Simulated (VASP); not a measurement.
Set up this calculation in VASP 6.6.1, as the native input.

* Task: single point
* Functional: PBE
* Potentials or basis: VASP PAW PBE potentials, release 64 (Cd, Hg, S)
* Cutoff: 500 eV
* k mesh: 12 × 12 × 12
* Occupations: gaussian, width 0.02 eV
* Spin: no spin polarisation
* Dipole correction: no
* Further INCAR settings: ALGO = Normal; EDIFF = 1e-06; NBANDS = 56

The structure of Cd3Hg2S5 lies in POSCAR:

```
Cd3Hg2S5
1.0
   -2.1054035066      2.1054035066     14.8675095455
    2.1054035066     -2.1054035066     14.8675095455
    2.1054035066      2.1054035066    -14.8675095455
Cd Hg S
3 2 5
Direct
    0.9009941094      0.9009941094      0.0000000000
    0.5000000000      0.5000000000      0.0000000000
    0.0990058906      0.0990058906      0.0000000000
    0.6992217485      0.6992217485      0.0000000000
    0.3007782515      0.3007782515      0.0000000000
    0.3516207379      0.8516207379      0.5000000000
    0.9504999242      0.4504999242      0.5000000000
    0.5495000758      0.0495000758      0.5000000000
    0.1483792621      0.6483792621      0.5000000000
    0.7500000000      0.2500000000      0.5000000000
```

The input as run:

INCAR

```
SYSTEM = Cd3Hg2S5
ALGO = Normal
EDIFF = 1E-6
ENCUT = 500
GGA = PE
GGA_COMPAT = .FALSE.
ISIF = 2
ISMEAR = 0
KPAR = 4
LASPH = .TRUE.
LCHARG = .FALSE.
LREAL = .FALSE.
LWAVE = .FALSE.
NBANDS = 56
NELM = 120
PREC = Accurate
SIGMA = 0.02
```

KPOINTS

```
k-points
0
G
  12 12 12
  0 0 0
```

Potentials or basis: VASP PAW PBE potentials, release 64 (Cd, Hg, S).

The run is started by

```console
$ cat potpaw_PBE.64/Cd/POTCAR potpaw_PBE.64/Hg/POTCAR potpaw_PBE.64/S/POTCAR > POTCAR
$ mpirun -np 4 vasp_std > vasp.out
```

Results of the run:

The pressure is 0.3 GPa and the band gap on the k mesh is 0.32 eV.

Caveat: spin-orbit coupling is left out, which moves the levels of the heavy elements.

Run time: 110 min on 4 MPI ranks on Intel(R) Xeon(R) Platinum 8488C (Sapphire Rapids) (shared host), peak memory 3.4 GiB a rank.
